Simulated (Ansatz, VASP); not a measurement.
LiTlF4 in VASP and in Ansatz

```
CELL_PARAMETERS angstrom
3.79913 0.00000 0.00000
0.00000 7.73800 0.00000
-1.50841 0.00000 5.26278
ATOMIC_POSITIONS crystal
Li 0.17316 0.75000 0.90539
Li 0.82684 0.25000 0.09461
Tl 0.50000 0.50000 0.50000
Tl 0.50000 0.00000 0.50000
F 0.88262 0.48182 0.25368
F 0.88262 0.01818 0.25368
F 0.62332 0.75000 0.75735
F 0.62356 0.25000 0.73786
F 0.11738 0.51818 0.74632
F 0.11738 0.98182 0.74632
F 0.37644 0.75000 0.26214
F 0.37668 0.25000 0.24265
```

Change from the starting cell: the structure that the rattled cell fell into.

Alike in both runs: task single point; functional PBE; k mesh 6 × 2 × 4; occupations gaussian, width 0.1 eV; no spin polarisation.

|  | VASP | Ansatz |
| --- | --- | --- |
| version | VASP 6.6.1 | Ansatz 0.2.0 |
| potentials or method | VASP PAW PBE potentials, release 64 (Li_sv, Tl_d, F), cutoff 520 eV | scalar-relativistic, plane waves, PAW |
| valence electrons in the cell | 88 | 88 |

VASP gave:

| Quantity | Value |
| --- | --- |
| gap on the k mesh at the Fermi level (eV) | 1.95 |
| least direct gap on the mesh (eV) | 2.18 |
| rms of the force components (eV/Å) | 0.008 |

Question: Estimate Ansatz's values.

Answer: gap on the k mesh at the Fermi level (eV): 1.98; least direct gap on the mesh (eV): 2.20; rms of the force components (eV/Å): 0.003.

Atom by atom the forces differ by 0.008 eV/Å (rms over components).

Neither program's run includes spin-orbit coupling. Noted on VASP's run: the cutoff is under 1.25 times that of the potentials, so the pressure is a little rough.
